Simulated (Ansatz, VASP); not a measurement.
One calculation of GeAs5, two programs

File INCAR:

```
SYSTEM = GeAs5
ALGO = Normal ; EDIFF = 1E-6
EDIFFG = -0.04 ; ENCUT = 600
GGA = PE ; IBRION = 2
ISIF = 3 ; ISMEAR = 0
LASPH = .TRUE. ; LCHARG = .FALSE.
LREAL = .FALSE. ; LWAVE = .FALSE.
NELM = 80 ; NSW = 90
PREC = Accurate ; SIGMA = 0.1
```

Contents of KPOINTS:

```
k-points
0
G
  3 3 4
  0 0 0
```

POSCAR

```
GeAs5
1.0
    6.1006963800      0.0000000000      0.0000000000
   -3.0503481900      5.2833580400      0.0000000000
    0.0000000000      0.0000000000      5.7347039300
Ge As
1 5
Direct
    0.0000000000      0.0000000000      0.0000000000
    0.6781055900      0.0000000000      0.5000000000
    0.3218944100      0.3218944100      0.5000000000
    0.0000000000      0.6781055900      0.5000000000
    0.6666666700      0.3333333300      0.0000000000
    0.3333333300      0.6666666700      0.0000000000
```

Input for Ansatz:

```yaml
crystal:
  lattice:
    - [6.10069638, 0.0, 0.0]
    - [-3.05034819, 5.28335804, 0.0]
    - [0.0, 0.0, 5.73470393]
  atoms:
    - { symbol: Ge, position: [0.0, 0.0, 0.0] }
    - { symbol: As, position: [0.67810559, 0.0, 0.5] }
    - { symbol: As, position: [0.32189441, 0.32189441, 0.5] }
    - { symbol: As, position: [0.0, 0.67810559, 0.5] }
    - { symbol: As, position: [0.66666667, 0.33333333, 0.0] }
    - { symbol: As, position: [0.33333333, 0.66666667, 0.0] }
basis:
  ecutwfc: 420
kpoints:
  mp_grid: { grid: [3, 3, 4] }
hamiltonian:
  xc: pbe
scf:
  occupations: { method: gaussian, width: 0.1 }
  lower_state_search: "off"
output:
  forces: true
  stress: true
  eigenvalues: true
relax:
  adjacent_minimum: "off"
  f_tol: 0.04
  max_steps: 70
  cell: { stress_tol: 0.4 }
```

Change from the starting cell: species swapped into the Ca5Mg type (P-62m, No. 189).

Alike in both runs: task relaxation of cell and atoms; functional PBE; k mesh 3 × 3 × 4; occupations gaussian, width 0.1 eV; no spin polarisation.

|  | VASP | Ansatz |
| --- | --- | --- |
| version | VASP 6.6.1 | Ansatz 0.2.0 |
| potentials or method | VASP PAW PBE potentials, release 64 (Ge_d, As), cutoff 600 eV | scalar-relativistic, plane waves, PAW |
| valence electrons in the cell | 39 | 89 |

Ansatz gave:

| Quantity | Value |
| --- | --- |
| gap on the k mesh at the Fermi level, each at its own relaxed structure (eV) | none |
| relaxed volume (Å³/atom) | 20.31 |
| relaxed cell length with the largest relative difference (Å) | 5.325 |

**Question.** Estimate VASP's values.

**Answer.** gap on the k mesh at the Fermi level, each at its own relaxed structure (eV): none; relaxed volume (Å³/atom): 20.31; relaxed cell length with the largest relative difference (Å): 5.337.

A gap of «none» marks a metal or a gap that the smearing closes. VASP's potentials hold 39 valence electrons a cell and Ansatz's 89, so a difference there can come from the potentials and not from the codes.

The k mesh is coarse, so the values compare programs but aren't converged. Noted on VASP's run: the volume moved by over 15 % at a fixed basis, so the end points are rough; too few bands were computed for a metal, which touches its energy and stress.
